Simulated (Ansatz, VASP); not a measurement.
# Li2S: VASP beside Ansatz

```
Li S
1.0
     0.00000    2.79213    2.79213
     2.79213    0.00000    2.79213
     2.79213    2.79213    0.00000
Li S
2 1
Direct
  0.25000 0.25000 0.25000
  0.75000 0.75000 0.75000
  0.00000 0.00000 0.00000
```

Alike in both runs: task single point; functional PBEsol; dispersion D3(BJ); k mesh 8 × 8 × 8; occupations gaussian, width 0.05 eV; no spin polarisation.

|  | VASP | Ansatz |
| --- | --- | --- |
| version | VASP 6.6.1 | Ansatz 0.2.0 |
| potentials or method | VASP PAW PBE potentials, release 64 (Li_sv, S), cutoff 750 eV | scalar-relativistic, plane waves, PAW |
| valence electrons in the cell | 12 | 12 |

Ansatz gave:

| Item | Value |
| --- | --- |
| gap on the k mesh at the Fermi level (eV) | 3.17 |
| least direct gap on the mesh (eV) | 4.41 |
| pressure (GPa) | -0.9 |

Task: Which values does VASP return?

Result: gap on the k mesh at the Fermi level (eV): 3.17; least direct gap on the mesh (eV): 4.41; pressure (GPa): -1.0.

VASP's potentials were made for PBE, not for PBEsol.
